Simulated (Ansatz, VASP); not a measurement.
W2AuN3: VASP beside Ansatz

```
W Au N
1.0
    -2.08321    3.98886    2.58236
     2.08321   -3.98886    2.58236
     2.08321    3.98886   -2.58236
W Au N
2 1 3
Direct
  0.33633 0.50000 0.83633
  0.66367 0.50000 0.16367
  0.00000 0.50000 0.50000
  0.00000 0.00000 0.00000
  0.50000 0.15598 0.65598
  0.50000 0.84402 0.34402
```

Alike in both runs: functional PBE; k mesh 3 × 3 × 3; occupations gaussian, width 0.15 eV; no spin polarisation.

Ansatz relaxed the structure, and its values are those at the end. VASP's run is a single point on that final structure, the one shown.

|  | VASP | Ansatz |
| --- | --- | --- |
| version | VASP 6.6.1 | Ansatz 0.2.0 |
| potentials or method | VASP PAW PBE potentials, release 64 (W_sv, Au, N), cutoff 600 eV | scalar-relativistic, plane waves, PAW |
| valence electrons in the cell | 54 | 62 |

|  | VASP | Ansatz | Ansatz less VASP |
| --- | --- | --- | --- |
| gap on the k mesh at the Fermi level (eV) | none | none | - |
| pressure (GPa) | 0.5 | 0.0 | -0.48 |
| rms of the force components (eV/Å) | 0.057 | 0.002 | -0.0547 |

A gap of «none» marks a metal or a gap that the smearing closes. With one functional, cell and mesh, what is left measures potentials, basis and numerics. VASP's potentials hold 54 valence electrons a cell and Ansatz's 62, so a difference there can come from the potentials and not from the codes.

The k mesh is coarse, so the values compare programs but aren't converged. Neither program's run includes spin-orbit coupling.
